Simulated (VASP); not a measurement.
# H18CO9 in VASP: single point with PBE+D3(BJ)

Aim: the single point of H18CO9 with PBE+D3(BJ).

All numbers are computed with VASP 6.6.1; they aren't measurements. Logs are shortened: lines on timing, memory, paths and dates and some standing lists are left out, and cuts for length are marked.

## (1) The cell of the first run

The cell holds an amorphous packing of atoms, 28 atoms: a = 6.470 Å, b = 6.470 Å, c = 6.470 Å, α = 90.00°, β = 90.00°, γ = 90.00°.

## (2) Single point, PBE+D3(BJ)

The input, INCAR:

```
PREC = Accurate
ENCUT = 520
EDIFF = 1E-6
ISMEAR = -1
SIGMA = 0.05
LREAL = Auto
LASPH = True
NELM = 100
ALGO = Normal
ISIF = 2
LWAVE = False
LCHARG = True
GGA = PE
IVDW = 12
LELF = True
LVHAR = True
NBANDS = 58
```

The input, KPOINTS:

```
Automatic mesh
0
Gamma
  1 1 1
```

The input, POSCAR:

```
H18CO9
1.0
    6.4704780000      0.0000000000      0.0000000000
    0.0000000000      6.4704780000      0.0000000000
    0.0000000000      0.0000000000      6.4704780000
O H C
9 18 1
Direct
    0.8037041162      0.8314895613      0.4282764100
    1.0699482180      0.1139269088      0.5756489799
    0.5606947831      0.1435427717      0.0293886512
    0.1665982691      0.3232952860      0.2175846259
    0.4436781821     -0.0613438110      0.6717996549
    0.5223753298      0.5776029140      0.8528182310
    0.0648644577      0.9261778725      1.0740789841
    0.3732342728      0.6656049625      0.2306697233
   -0.0736274106      0.4689901038      0.8896894939
    0.8229123950      0.8533169302      0.2795981162
    0.6552067614      0.8522216857      0.4544822061
    1.1021607003      0.1939389372      0.4491233705
    0.9559072718      0.0189093067      0.5308708204
    0.6324996993      0.2688789802     -0.0120772707
    0.4356766429      0.1959915692      0.0968025960
    0.2548202453      0.4529233958      0.2390186929
    0.0590910312      0.3757168231      0.1225768292
    0.3071123636     -0.0072359773      0.6280817618
    0.4859274751      0.0253372872      0.7908336889
    0.4895412739      0.7067309520      0.7738489206
    0.6738942121      0.5613236672      0.8457584569
    0.1098266515      1.0653318389      1.1158340636
    0.0632487863      0.9318978140      0.9238259086
    0.2634636961      0.7636312981      0.1889729246
    0.4473279937      0.6421296975      0.0963773138
   -0.0072968091      0.5207379215      0.5878214695
    0.2148959111      0.4460803173      0.7670653440
    0.0470829799      0.4732299861      0.7427597330
```

Potentials or basis: VASP PAW PBE potentials, release 64 (O, H, C).

On the command line:

```
$ cat potpaw_PBE.64/O/POTCAR potpaw_PBE.64/H/POTCAR potpaw_PBE.64/C/POTCAR > POTCAR
$ mpirun -np 1 vasp_gam > vasp.out
```

OUTCAR:

```text
PREC = Accurate
   ENCUT = 520
   EDIFF = 1E-6
   ISMEAR = -1
   LREAL = Auto
   LASPH = True
   NELM = 100
   ISIF = 2
   GGA = PE
   IVDW = 12
 IVDW          = 12

 ion  position               nearest neighbor table
   1  0.804  0.831  0.428-  10 0.98  11 0.98
   2  0.070  0.114  0.576-  12 0.99  13 1.00
   3  0.561  0.144  0.029-  14 0.97  15 0.98
   4  0.167  0.323  0.218-  17 0.99  16 1.02
   5  0.444  0.939  0.672-  19 0.99  18 0.99
   6  0.522  0.578  0.853-  21 0.99  20 1.00
   7  0.065  0.926  0.074-  23 0.97  22 0.98
   8  0.373  0.666  0.231-  24 0.99  25 1.00
   9  0.926  0.469  0.890-  28 1.23
  10  0.823  0.853  0.280-   1 0.98
  11  0.655  0.852  0.454-   1 0.98
  12  0.102  0.194  0.449-   2 0.99
  13  0.956  0.019  0.531-   2 1.00
  14  0.632  0.269  0.988-   3 0.97
[... 11 lines left out ...]
  26  0.993  0.521  0.588-  28 1.11
  27  0.215  0.446  0.767-  28 1.11
  28  0.047  0.473  0.743-  26 1.11  27 1.11   9 1.23

  LATTYP: Found a simple cubic cell.
 ALAT       =     6.4704780000

  Lattice vectors:

 A1 = (   6.4704780000,   0.0000000000,   0.0000000000)
 A2 = (   0.0000000000,   6.4704780000,   0.0000000000)
 A3 = (   0.0000000000,   0.0000000000,   6.4704780000)

Analysis of symmetry for initial positions (statically):
=====================================================================
 Subroutine PRICEL returns:
 Original cell was already a primitive cell.

 Routine SETGRP: Setting up the symmetry group for a
 simple cubic supercell.

 Subroutine GETGRP returns: Found  1 space group operations
 (whereof  1 operations were pure point group operations)
 out of a pool of 48 trial point group operations.

The static configuration has the point symmetry C_1 .

Analysis of symmetry for dynamics (positions and initial velocities):
=====================================================================
 Subroutine PRICEL returns:
 Original cell was already a primitive cell.

 Routine SETGRP: Setting up the symmetry group for a
 simple cubic supercell.

 Subroutine GETGRP returns: Found  1 space group operations
 (whereof  1 operations were pure point group operations)
 out of a pool of 48 trial point group operations.

The dynamic configuration has the point symmetry C_1 .
[... 126 lines left out ...]
   NELM   =    100;   NELMIN=  2; NELMDL= -5     # of ELM steps
   EDIFF  = 0.1E-05   stopping-criterion for ELM
   LREAL  =      T    real-space projection
   EDIFFG = 0.1E-04   stopping-criterion for IOM
   NSW    =      0    number of steps for IOM
   IBRION =     -1    ionic relax: 0-MD 1-quasi-New 2-CG
   NFREE  =      0    steps in history (QN), initial steepest desc. (CG)
   ISIF   =      2    stress and relaxation
   ISYM   =      2    0-nonsym 1-usesym 2-fastsym
   POTIM  = 0.5000    time-step for ionic-motion
   TEBEG  =    0.0;   TEEND  =   0.0 temperature during run
   PSTRESS=    0.0 pullay stress
   NELECT =      76.0000    total number of electrons
   NUPDOWN=      -1.0000    fix difference up-down
   EMIN   =  10.00;   EMAX   =-10.00  energy-range for DOS
   EFERMI =   0.00;   METHOD = LEGACY
   ISMEAR =    -1;   SIGMA  =   0.05  broadening in eV -4-tet -1-fermi 0-gaus
   EFERMI_NEDOS =   21; number of points for ismear=-14 and -15
   IALGO  =     38    algorithm
   IMIX   =      4    mixing-type and parameters
     AMIX     =   0.40;   BMIX     =  1.00
     AMIX_MAG =   1.60;   BMIX_MAG =  1.00
  volume/ion in A,a.u.               =       9.68        65.29
  Fermi-wavevector in a.u.,A,eV,Ry     =   1.071708  2.025234 15.627071  1.148557
  Thomas-Fermi vector in A             =   2.207456
   LORBIT       =      0    0 simple, 1 ext, 2 COOP (PROOUT), +10 PAW based schemes
   GGA     = PE    functional components
   LHFCALC =     F    Hartree Fock is set to
   AEXX    =    0.0000 exact exchange contribution
   IVDW    =    12    specifies the selected vdW correction
   LEPSILON=     F    determine dielectric tensor
   LRPA    =     F    only Hartree local field effects (RPA)
 non-spin polarized calculation
  energy-cutoff  :      520.00
  volume of cell :      270.90
 maximum number of plane-waves:      3577
   NGX = 25   NGY = 25   NGZ = 25

 number of electron      75.9999965 magnetization

 Free energy of the ion-electron system (eV)
  ---------------------------------------------------
  ext. energy  EPLUGINS =         0.00000000
  ---------------------------------------------------
  free energy    TOTEN  =      -139.85810788 eV

  energy without entropy =     -139.85810788  energy(sigma->0) =     -139.85810788

 E-fermi :  -2.0223     XC(G=0):  -7.0384

 val. band max:       -3.2684712350   @ k =   0.0000   0.0000   0.0000
 cond. band min:       0.6869548584   @ k =   0.0000   0.0000   0.0000
 fundamental gap:      3.9554260935
 Fermi energy:        -2.0222761042

 k-point     1 :       0.0000    0.0000    0.0000
  band No.  band energies     occupation
      1     -23.7211      2.00000
      2     -22.4156      2.00000
      3     -22.0414      2.00000
      4     -21.8505      2.00000
      5     -21.7690      2.00000
      6     -21.5344      2.00000
[... 42 lines left out ...]
     49       7.0656      0.00000
     50       7.2651      0.00000
 [bands above 50 left out]

------------------------ aborting loop because EDIFF is reached ----------------------------------------

 Edisp (eV)   -1.06830

 E8    (eV) :    -0.2242

  FORCE on cell =-STRESS in cart. coord.  units (eV):
  Direction    XX          YY          ZZ          XY          YZ          ZX
  --------------------------------------------------------------------------------------
  -------------------------------------------------------------------------------------
  Total       0.11576     0.27822    -0.32773     0.19272     0.17002    -0.52072
  in kB       0.68462     1.64547    -1.93828     1.13977     1.00552    -3.07966
  external pressure =        0.13 kB  Pullay stress =        0.00 kB

 VOLUME and BASIS-vectors are now :
 -----------------------------------------------------------------------------
  energy-cutoff  :      520.00
  volume of cell :      270.90
      direct lattice vectors                 reciprocal lattice vectors
     6.470478000  0.000000000  0.000000000     0.154548087  0.000000000  0.000000000
     0.000000000  6.470478000  0.000000000     0.000000000  0.154548087  0.000000000
     0.000000000  0.000000000  6.470478000     0.000000000  0.000000000  0.154548087

 POSITION                                       TOTAL-FORCE (eV/Angst)
 -----------------------------------------------------------------------------------
      5.20035      5.38013      2.77115        -0.127385      0.073357     -0.072401
      0.45260      0.73716      3.72472         0.083595      0.031442      0.100511
      3.62796      0.92879      0.19016        -0.001858     -0.040361     -0.009677
      1.07797      2.09188      1.40788        -0.063580     -0.197539      0.025660
      2.87081      6.07355      4.34686         0.055070     -0.077786     -0.049619
      3.38002      3.73737      5.51814        -0.040185      0.034615      0.005282
[... 20 lines left out ...]
      1.39048      2.88635      4.96328        -0.015216      0.010960     -0.027247
      0.30465      3.06202      4.80601         0.296005     -0.019816     -0.345251
 -----------------------------------------------------------------------------------
    total drift:                                0.004858      0.001401     -0.010496

  FREE ENERGIE OF THE ION-ELECTRON SYSTEM (eV)
  ---------------------------------------------------
  free  energy   TOTEN  =      -140.9264104676 eV

  energy  without entropy=     -140.9264104675  energy(sigma->0) =     -140.92641047
```

It took 74 s on 1 thread of AMD EPYC 7R13, shared host; peak memory 0.27 GiB.

Results:

- Free energy: -140.9264 eV
- Pressure: 0.0 GPa
- Largest force: 0.455 eV/Å
- Band gap on the k mesh: 3.96 eV
- Dispersion energy per atom: -0.038 eV

Forces in eV/Å, atoms in the order of the input:
```
O   -0.127  0.073 -0.072
O    0.084  0.031  0.101
O   -0.002 -0.040 -0.010
O   -0.064 -0.198  0.026
O    0.055 -0.078 -0.050
O   -0.040  0.035  0.005
O   -0.005 -0.033 -0.032
O   -0.067 -0.032 -0.088
O   -0.280 -0.007  0.321
H    0.062 -0.031  0.041
H    0.069  0.032  0.102
H    0.054  0.092 -0.089
H   -0.099 -0.126 -0.013
H    0.043  0.043 -0.062
H   -0.094  0.019  0.034
H    0.137  0.172  0.060
H   -0.075  0.025 -0.051
H   -0.101  0.008 -0.059
H    0.066  0.047  0.103
H   -0.044 -0.012 -0.034
H    0.113 -0.063  0.014
H    0.023  0.079  0.092
H   -0.030 -0.034 -0.045
H   -0.006  0.012  0.029
H    0.040 -0.020  0.048
H    0.007  0.015  0.001
H   -0.015  0.011 -0.027
C    0.296 -0.020 -0.345
```

Stress tensor (GPa, compression positive):
```
 0.07  0.11 -0.31
 0.11  0.16  0.10
-0.31  0.10 -0.19
```

Caveat: the k points lie up to 0.97 Å⁻¹ apart.
